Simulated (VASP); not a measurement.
Input of a VASP 6.6.1 run:

INCAR

```
SYSTEM = Pb
PREC     = Accurate       ! precision mode
ENCUT    = 520            ! plane-wave cutoff, eV
EDIFF    = 1E-7           ! SCF threshold, eV
ISMEAR   = -1             ! smearing method
SIGMA    = 0.05           ! smearing width, eV
LREAL    = .FALSE.        ! projectors in reciprocal space
LASPH    = .TRUE.         ! aspherical terms in the spheres
NELM     = 60             ! most SCF steps
ALGO     = Normal         ! electronic algorithm
ISIF     = 2              ! what is computed and relaxed
LWAVE    = .FALSE.        ! write WAVECAR
LCHARG   = .FALSE.        ! write CHGCAR
GGA      = PS             ! functional
NBANDS   = 21             ! bands
```

Contents of KPOINTS:

```
Automatic mesh
0
G
  4 4 2
  0 0 0
```

File POSCAR:

```
Pb
1.0
    4.2374000000      0.0000000000      0.0000000000
    0.0000000000      4.2374000000      0.0000000000
    0.0000000000      0.0000000000      8.8000000000
Pb
2
Direct
    0.5000000000      0.0000000000      0.1639200000
    0.0000000000      0.5000000000      0.8360800000
```

Potentials or basis: VASP PAW PBE potentials, release 64 (Pb_d).

The run is started by

```bash
$ cat potpaw_PBE.64/Pb_d/POTCAR > POTCAR
$ mpirun -np 1 vasp_std > vasp.out
```

Problem. Predict the pressure.

Solution. -4.5 GPa.

Problem. Estimate the largest force.

Solution. 1.281 eV/Å.

Problem. Estimate the band gap on the k mesh.

Solution. Zero (bands 14 and 15 overlap by 1.55 eV).

Stress tensor (GPa, compression positive):
```
-4.79  0.00  0.00
 0.00 -4.79  0.00
 0.00  0.00 -4.00
```

Caveat: the k points lie up to 0.37 Å⁻¹ apart, too coarse for converged energies and pressures of a metal; the PAW data sets were made with another functional, which shifts forces and pressure a little; spin-orbit coupling is left out, which moves the levels of the heavy elements.
